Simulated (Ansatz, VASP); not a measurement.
## InSe in VASP and in Ansatz

Contents of INCAR:

```
SYSTEM = InSe
ALGO = Normal
EDIFF = 1E-7
ENCUT = 520
GGA = PS
ISIF = 2
ISMEAR = 0
LASPH = .True.
LCHARG = .False.
LREAL = .False.
LWAVE = .False.
NBANDS = 48
NELM = 80
PREC = Accurate
SIGMA = 0.15
```

File KPOINTS:

```
k-points
0
Gamma
  12 12 4
  0 0 0
```

File POSCAR:

```
InSe
1.0
    4.0499987506      0.0000000000      0.0000000000
   -2.0249993753      3.5074018033      0.0000000000
    0.0000000000      0.0000000000     16.9300000000
In Se
4 4
Direct
    0.3333333333      0.6666666667      0.1570000000
    0.6666666667      0.3333333333      0.6570000000
    0.3333333333      0.6666666667      0.3430000000
    0.6666666667      0.3333333333      0.8430000000
    0.3333333333      0.6666666667      0.6020000000
    0.6666666667      0.3333333333      0.1020000000
    0.3333333333      0.6666666667      0.8980000000
    0.6666666667      0.3333333333      0.3980000000
```

Input for Ansatz:

```yaml
crystal:
  lattice:
    - [4.0499987506, 0.0, 0.0]
    - [-2.0249993753, 3.5074018033, 0.0]
    - [0.0, 0.0, 16.93]
  atoms:
    - { symbol: In, position: [0.3333333333, 0.6666666667, 0.157] }
    - { symbol: In, position: [0.6666666667, 0.3333333333, 0.657] }
    - { symbol: In, position: [0.3333333333, 0.6666666667, 0.343] }
    - { symbol: In, position: [0.6666666667, 0.3333333333, 0.843] }
    - { symbol: Se, position: [0.3333333333, 0.6666666667, 0.602] }
    - { symbol: Se, position: [0.6666666667, 0.3333333333, 0.102] }
    - { symbol: Se, position: [0.3333333333, 0.6666666667, 0.898] }
    - { symbol: Se, position: [0.6666666667, 0.3333333333, 0.398] }
basis:
  ecutwfc: 420
kpoints:
  mp_grid: { grid: [12, 12, 4] }
hamiltonian:
  xc: pbesol
scf:
  occupations: { method: gaussian, width: 0.15 }
output:
  forces: true
  stress: true
  eigenvalues: true
  write_density: true
  write_potential: true
  elf: true
  volumetric_format: npy
```

Alike in both runs: task single point; functional PBEsol; k mesh 12 × 12 × 4; occupations gaussian, width 0.15 eV; no spin polarisation.

|  | VASP | Ansatz |
| --- | --- | --- |
| version | VASP 6.6.1 | Ansatz 0.2.0 |
| potentials or method | VASP PAW PBE potentials, release 64 (In_d, Se), cutoff 520 eV | scalar-relativistic, plane waves, PAW |
| valence electrons in the cell | 76 | 116 |

```csv
,VASP,Ansatz,Ansatz less VASP
gap on the k mesh at the Fermi level (eV),none,none,-
pressure (GPa),5.1,5.0,-0.09
"traceless stress, the component that is largest in VASP (GPa)",-5.08,-5.03,+0.046
rms of the force components (eV/Å),1.348,1.337,-0.0109
```

VASP's potentials were made for PBE, not for PBEsol. Atom by atom the forces differ by 0.011 eV/Å (rms over components). A gap of «none» marks a metal or a gap that the smearing closes. The functional is the same, so the differences come from potentials, cutoffs and numerics. VASP's potentials hold 76 valence electrons a cell and Ansatz's 116, so a difference there can come from the potentials and not from the codes.
